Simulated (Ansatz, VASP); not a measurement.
## Sr3Mo in VASP and in Ansatz

```xyz
8
Lattice="6.1723 0.0000 0.0000 0.0000 6.1723 0.0000 0.0000 0.0000 6.1723" Properties=species:S:1:pos:R:3 pbc="T T T"
Sr    0.0000    1.5431    3.0862
Sr    0.0000    4.6293    3.0862
Sr    1.5431    3.0862    0.0000
Sr    4.6293    3.0862    0.0000
Sr    3.0862    0.0000    1.5431
Sr    3.0862    0.0000    4.6293
Mo    3.0862    3.0862    3.0862
Mo    0.0000    0.0000    0.0000
```

Change from the starting cell: species swapped into the Ti3Pt type (Pm-3n, No. 223).

Alike in both runs: task relaxation of cell and atoms; functional PBE; k mesh 4 × 4 × 4; occupations gaussian, width 0.1 eV; no spin polarisation.

|  | VASP | Ansatz |
| --- | --- | --- |
| version | VASP 6.6.1 | Ansatz 0.2.0 |
| potentials or method | VASP PAW PBE potentials, release 64 (Sr_sv, Mo_sv), cutoff 500 eV | scalar-relativistic, plane waves, PAW |
| valence electrons in the cell | 88 | 88 |

|  | VASP | Ansatz | Ansatz less VASP |
| --- | --- | --- | --- |
| gap on the k mesh at the Fermi level, each at its own relaxed structure (eV) | none | none | - |
| relaxed volume (Å³/atom) | 36.33 | 35.70 | -0.626 |
| relaxed length of the cell vector where the two differ most in proportion (Å) | 6.624 | 6.586 | -0.0383 |

A gap of «none» marks a metal or a gap that the smearing closes.

Noted on VASP's run: the volume moved by over 15 % at a fixed basis, so the end points are rough.
